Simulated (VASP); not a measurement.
Set up this calculation in VASP 6.6.1, as the native input.

```
Task                   : single point
Functional             : r2SCAN
Potentials or basis    : VASP PAW PBE potentials, release 64 (Cd, Te)
Cutoff                 : 520 eV
k mesh                 : 6 × 6 × 4
Occupations            : fermi-dirac, width 0.02 eV
Spin                   : no spin polarisation
Dipole correction      : no
Further INCAR settings : ALGO = Normal; EDIFF = 1e-07; NBANDS = 26
```

CdTe:

```
CELL_PARAMETERS angstrom
4.31498 0.00000 0.00000
-2.15749 3.73689 0.00000
0.00000 0.00000 7.07054
ATOMIC_POSITIONS crystal
Cd 0.00000 0.00000 0.00000
Cd 0.00000 0.00000 0.50000
Te 0.33333 0.66667 0.25000
Te 0.66667 0.33333 0.75000
```

These files were run (other wordings do the same):

POSCAR

```
CdTe
1.0
    4.3149846540      0.0000000000      0.0000000000
   -2.1574923270      3.7368863273      0.0000000000
    0.0000000000      0.0000000000      7.0705359074
Cd Te
2 2
Direct
    0.0000000000      0.0000000000      0.0000000000
    0.0000000000      0.0000000000      0.5000000000
    0.3333333333      0.6666666667      0.2500000000
    0.6666666667      0.3333333333      0.7500000000
```

INCAR.step1

```
PREC = Accurate ; ENCUT = 520
ISMEAR = -1 ; SIGMA = 0.02
LREAL = F ; LASPH = T
NELM = 100 ; NBANDS = 26
GGA = PE ; ALGO = Normal
EDIFF = 1E-4 ; LWAVE = T
LCHARG = F
```

INCAR.step2

```
PREC = Accurate ; ENCUT = 520
EDIFF = 1E-7 ; ISMEAR = -1
SIGMA = 0.02 ; LREAL = F
LASPH = T ; NELM = 100
ALGO = Normal ; ISIF = 2
LWAVE = F ; LCHARG = T
METAGGA = R2SCAN ; LMIXTAU = T
LELF = T ; LVHAR = T
NBANDS = 26 ; ISTART = 1
```

KPOINTS

```
Automatic mesh
0
Gamma
  6 6 4
```

Potentials or basis: VASP PAW PBE potentials, release 64 (Cd, Te).

The run is started by

```bash
$ cat potpaw_PBE.64/Cd/POTCAR potpaw_PBE.64/Te/POTCAR > POTCAR
$ cp INCAR.step1 INCAR
$ mpirun -np 1 vasp_std > vasp.out
$ cp INCAR.step2 INCAR
$ mpirun -np 1 vasp_std > vasp.out
```

Results of the run:

```json
{
 "Pressure": "0.2 GPa",
 "Band gap on the k mesh": "zero (bands 18 and 19 overlap by 0.64 eV)"
}
```

Caveat: semilocal functionals underestimate gaps, and a narrow one can read as zero; the PAW data sets were made with another functional, which shifts forces and pressure a little; spin-orbit coupling is left out, which moves the levels of the heavy elements.

It took 6.1 min on 1 thread of Intel Xeon 8259CL, with other jobs on the host, peak memory 0.27 GiB.
